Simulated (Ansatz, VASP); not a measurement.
**SnO2: VASP beside Ansatz**

File INCAR:

```
PREC = Accurate
ENCUT = 520
EDIFF = 1E-6
ISMEAR = 0
SIGMA = 0.1
LREAL = False
LASPH = True
NELM = 80
ALGO = Normal
ISIF = 2
LWAVE = False
LCHARG = False
GGA = PE
NBANDS = 35
```

Contents of KPOINTS:

```
Automatic mesh
0
Gamma
  4 4 6
```

The input POSCAR:

```
SnO2
1.0
    4.7373499900      0.0000000000      0.0000000000
    0.0000000000      4.7373499900      0.0000000000
    0.0000000000      0.0000000000      3.1863999400
Sn O
2 4
Direct
    0.0000000000      0.0000000000      0.0000000000
    0.5000000000      0.5000000000      0.5000000000
    0.3056200100      0.3056200100      0.0000000000
    0.1943799900      0.8056200100      0.5000000000
    0.6943799900      0.6943799900      0.0000000000
    0.8056200100      0.1943799900      0.5000000000
```

Input for Ansatz:

```yaml
crystal:
  lattice:
    - [4.73734999, 0.0, 0.0]
    - [0.0, 4.73734999, 0.0]
    - [0.0, 0.0, 3.18639994]
  atoms:
    - { symbol: Sn, position: [0.0, 0.0, 0.0] }
    - { symbol: Sn, position: [0.5, 0.5, 0.5] }
    - { symbol: O, position: [0.30562001, 0.30562001, 0.0] }
    - { symbol: O, position: [0.19437999, 0.80562001, 0.5] }
    - { symbol: O, position: [0.69437999, 0.69437999, 0.0] }
    - { symbol: O, position: [0.80562001, 0.19437999, 0.5] }
basis:
  ecutwfc: 420
kpoints:
  mp_grid: { grid: [4, 4, 6] }
hamiltonian:
  xc: pbe
scf:
  occupations: { method: gaussian, width: 0.1 }
  lower_state_search: "off"
output:
  forces: true
  stress: true
  eigenvalues: true
```

Alike in both runs: task single point; functional PBE; k mesh 4 × 4 × 6; occupations gaussian, width 0.1 eV; no spin polarisation.

|  | VASP | Ansatz |
| --- | --- | --- |
| version | VASP 6.6.1 | Ansatz 0.2.0 |
| potentials or method | VASP PAW PBE potentials, release 64 (Sn_d, O), cutoff 520 eV | scalar-relativistic, plane waves, PAW |
| valence electrons in the cell | 52 | 52 |

Ansatz gave:

| Item | Value |
| --- | --- |
| gap on the k mesh at the Fermi level (eV) | 1.25 |
| least direct gap on the mesh (eV) | 1.25 |
| pressure (GPa) | 10.8 |
| traceless stress, the component that is largest in VASP (GPa) | 1.53 |
| rms of the force components (eV/Å) | 0.017 |

Question: Which values does VASP return?

Answer: gap on the k mesh at the Fermi level (eV): 1.24; least direct gap on the mesh (eV): 1.24; pressure (GPa): 11.5; traceless stress, the component that is largest in VASP (GPa): 1.75; rms of the force components (eV/Å): 0.024.

Atom by atom the forces differ by 0.008 eV/Å (rms over components).
